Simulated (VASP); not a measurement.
Write the native input for VASP 6.6.1 that does the following.

- Task: single point
- Functional: PBEsol
- Potentials or basis: VASP PAW PBE potentials, release 64 (Ge_d)
- Cutoff: 520 eV
- k mesh: 20 × 20 × 18
- Occupations: gaussian, width 0.15 eV
- Spin: no spin polarisation
- Dipole correction: no
- Further INCAR settings: ALGO = Normal; EDIFF = 1e-06; NBANDS = 13

The structure of Ge lies in POSCAR:

```
Ge
1.0
    1.4320777250     -2.6655289000      0.0000000000
    1.4320777250      2.6655289000      0.0000000000
    0.0000000000      0.0000000000      2.6982310000
Ge
1
Direct
    0.5000000000      0.5000000000      0.0000000000
```

This cell differs from its parent crystal: strain +0.0250 x Voigt [1, 1, 0, 0, 0, 0].

The input as run:

INCAR

```
SYSTEM = Ge
ALGO = Normal ; EDIFF = 1E-6
ENCUT = 520 ; GGA = PS
ISIF = 2 ; ISMEAR = 0
LASPH = .True. ; LCHARG = .False.
LREAL = .False. ; LWAVE = .False.
NBANDS = 13 ; NELM = 100
PREC = Accurate ; SIGMA = 0.15
```

KPOINTS

```
k-points
0
Gamma
  20 20 18
  0 0 0
```

Potentials or basis: VASP PAW PBE potentials, release 64 (Ge_d).

Command:

```console
$ cat potpaw_PBE.64/Ge_d/POTCAR > POTCAR
$ mpirun -np 1 vasp_std > vasp.out
```

Results of the run:

```yaml
Pressure: -6.7 GPa
Band_gap_on_the_k_mesh: zero (bands 7 and 8 overlap by 9.18 eV)
```

Caveat: the cell differs from its parent crystal (strain +0.0250 x Voigt [1, 1, 0, 0, 0, 0]); the cell stands under tension; the PAW data sets were made with another functional, which shifts forces and pressure a little.

Wall time 48 s on 1 thread of Intel(R) Xeon(R) 6975P-C (Granite Rapids), with other jobs on the host, peak memory 0.36 GiB.
